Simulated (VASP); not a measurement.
**Mg: single point with LDA**

The system is Mg.

```
CELL_PARAMETERS angstrom
3.14181 0.00000 0.00000
-1.57090 2.72089 0.00000
0.00000 0.00000 3.04484
ATOMIC_POSITIONS crystal
Mg 0.00000 0.00000 0.00000
```

This cell differs from its parent crystal: strain +0.030 along x and y, +0.000 along z.

```yaml
Program: VASP 6.6.1
Task: single point
Functional: LDA
Potentials_or_basis: VASP PAW LDA potentials, release 64 (Mg)
Cutoff: 520 eV
k_mesh: 18 × 18 × 16
Occupations: gaussian, width 0.15 eV
Spin: no spin polarisation
```

```json
{
 "Pressure": "-2.3 GPa",
 "Band gap on the k mesh": "zero (band 1 reaches 4.87 eV, above the bottom of band 2 at -0.27 eV)"
}
```

Stress tensor (GPa, compression positive):
```
-3.00  0.00  0.00
 0.00 -3.00  0.00
 0.00  0.00 -1.03
```

Levels at points of the mesh, in eV from the Fermi level:
| k point | band 1 | band 2 | band 3 | band 4 | band 5 | band 6 |
| --- | --- | --- | --- | --- | --- | --- |
| (0.00, 0.00, 0.00) | -6.39 | 8.12 | 8.91 | 11.89 | 11.89 | 12.39 |
| (0.50, 0.00, 0.00) | -1.50 | -1.35 | 7.81 | 7.87 | 13.02 | 13.37 |
| (0.00, 0.00, 0.50) | -2.74 | -2.09 | 14.10 | 14.10 | 15.20 | 15.20 |
| (0.50, 0.00, 0.50) | 1.55 | 2.22 | 2.86 | 3.14 | 10.99 | 11.68 |

Wall time 10 s on 1 thread of Intel(R) Xeon(R) 6975P-C (Granite Rapids) (shared host), peak memory 0.17 GiB.

Caveat: the cell differs from its parent crystal (strain +0.030 along x and y, +0.000 along z).
